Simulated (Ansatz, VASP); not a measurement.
## SnTe: VASP beside Ansatz

```
Sn Te
1.0
     0.00000    3.30672    3.30672
     3.30672    0.00000    3.30672
     3.30672    3.30672    0.00000
Sn Te
1 1
Cartesian
  0.0000 0.0000 0.0000
  3.3067 3.3067 3.3067
```

Change from the starting cell: hydrostatic strain +3.7%.

Alike in both runs: task single point; functional HSE06; k mesh 6 × 6 × 6; no spin polarisation.

|  | VASP | Ansatz |
| --- | --- | --- |
| version | VASP 6.6.1 | Ansatz 0.2.0 |
| potentials or method | VASP PAW PBE potentials, release 64 (Sn_d, Te) | plane waves, PAW |
| plane-wave cutoff (eV) | 520 | 420 |
| occupations | gaussian, width 0.01 eV | fixed |
| valence electrons in the cell | 20 | 30 |

VASP gave:

- gap on the k mesh at the Fermi level (eV): 0.54
- pressure (GPa): -4.2

Question: What did Ansatz give for the same quantities?

Answer: gap on the k mesh at the Fermi level (eV): 0.58; pressure (GPa): -4.0.

VASP's potentials hold 20 valence electrons a cell and Ansatz's 30, so a difference there can come from the potentials and not from the codes. Ansatz's warnings: stress exchange threshold loose, stress scf threshold loose.

Spin-orbit coupling is off throughout.
